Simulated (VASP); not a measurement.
Wanted: the native input for a VASP 6.6.1 run.

- Task: single point
- Functional: PBEsol
- Potentials or basis: VASP PAW PBE potentials, release 64 (Ti_sv, Al)
- Cutoff: 520 eV
- k mesh: 24 × 24 × 14
- Occupations: gaussian, width 0.15 eV
- Spin: no spin polarisation
- Dipole correction: no
- Further INCAR settings: ALGO = Fast; EDIFF = 1e-06; NBANDS = 14

The structure of TiAl lies in POSCAR:

```
TiAl
1.0
    2.8478212847      0.0000000000      0.0000000000
   -1.4239106423      2.4662855780      0.0000000000
    0.0000000000      0.0000000000      4.6199447394
Ti Al
1 1
Direct
   -0.0228553110     -0.0457106221      0.0000000000
    0.3738801382      0.7477602763      0.5000000000
```

This cell differs from its parent crystal: atoms displaced along a vibrational mode.

The input as run:

INCAR

```
  PREC = Accurate
  ENCUT = 520
  EDIFF = 1E-6
  ISMEAR = 0
  SIGMA = 0.15
  LREAL = False
  LASPH = True
  NELM = 80
  ALGO = Fast
  ISIF = 2
  LWAVE = False
  LCHARG = True
  GGA = PS
  LELF = True
  LVHAR = True
  NBANDS = 14
```

KPOINTS

```
regular mesh
0
Gamma
  24 24 14
```

Potentials or basis: VASP PAW PBE potentials, release 64 (Ti_sv, Al).

The run is started by

```bash
$ cat potpaw_PBE.64/Ti_sv/POTCAR potpaw_PBE.64/Al/POTCAR > POTCAR
$ mpirun -np 1 vasp_std > vasp.out
```

It gave:

```yaml
Pressure: 0.7 GPa
Largest_force: 0.382 eV/Å
Band_gap_on_the_k_mesh: zero (an odd number of electrons rules out a gap without spin polarisation)
```

Caveat: the cell differs from its parent crystal (atoms displaced along a vibrational mode); the stress differs along the axes, from -5 to 5 GPa; the PAW data sets were made with another functional, which shifts forces and pressure a little.

Wall time 31 min on 1 thread of Oxide Virtual Turin-like Processor (shared host), peak memory 0.62 GiB.
